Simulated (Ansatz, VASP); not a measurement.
## One calculation of NbSnTe4, two programs

```xyz
6
Lattice="3.4457 0.0000 0.0000 0.0000 3.4457 0.0000 0.0000 0.0000 15.3523" Properties=species:S:1:pos:R:3 pbc="T T T"
Nb    0.0000    0.0000    0.0000
Sn    0.0000    0.0000    7.6761
Te    1.7228    1.7228    5.4649
Te    1.7228    1.7228   13.6835
Te    1.7228    1.7228    1.6688
Te    1.7228    1.7228    9.8874
```

Change from the starting cell: species swapped into the MnFeSi4 type (P4/mmm, No. 123).

Alike in both runs: functional PBE; k mesh 6 × 6 × 2; occupations gaussian, width 0.1 eV; no spin polarisation.

Ansatz relaxed the structure, and its values are those at the end. VASP's run is a single point on that final structure, the one shown.

|  | VASP | Ansatz |
| --- | --- | --- |
| version | VASP 6.6.1 | Ansatz 0.2.0 |
| potentials or method | VASP PAW PBE potentials, release 64 (Nb_sv, Sn_d, Te), cutoff 520 eV | scalar-relativistic, plane waves, PAW |
| valence electrons in the cell | 51 | 91 |

VASP gave:

```
gap on the k mesh at the Fermi level (eV) : none
pressure (GPa)                            : 0.0
rms of the force components (eV/Å)        : 0.005
```

Which values does Ansatz return?

gap on the k mesh at the Fermi level (eV): none; pressure (GPa): 0.0; rms of the force components (eV/Å): 0.007.

A gap of «none» marks a metal or a gap that the smearing closes. The functional is the same, so the differences come from potentials, cutoffs and numerics. VASP's potentials hold 51 valence electrons a cell and Ansatz's 91, so a difference there can come from the potentials and not from the codes.

Spin-orbit coupling is off throughout.
